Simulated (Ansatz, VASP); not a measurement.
**BN in VASP and in Ansatz**

```
B N
1.0
     0.00000    1.49061    1.49061
     1.49061    0.00000    1.49061
     1.49061    1.49061    0.00000
B N
1 1
Direct
  0.00000 0.00000 0.00000
  0.50000 0.50000 0.50000
```

Change from the starting cell: volume scaled by 0.64, LAPW.

Alike in both runs: task single point; functional LDA; k mesh 15 × 15 × 15; occupations fermi-dirac, width 0.05 eV; no spin polarisation.

|  | VASP | Ansatz |
| --- | --- | --- |
| version | VASP 6.6.1 | Ansatz 0.2.0 |
| potentials or method | VASP PAW LDA potentials, release 64 (B, N), cutoff 600 eV | all-electron LAPW, scalar-relativistic |

```csv
,VASP,Ansatz,Ansatz less VASP
gap on the k mesh at the Fermi level (eV),5.54,5.55,+0.012
pressure (GPa),427.6,425.1,-2.51
```

LDA's correlation is that of Perdew and Zunger in VASP and of Perdew and Wang (1992) in Ansatz. Both programs put the cell under a high pressure, so it lies far from rest at this level. Ansatz ran all-electron here, and VASP with PAW potentials.

Noted on VASP's run: the cell as given lies far from equilibrium.
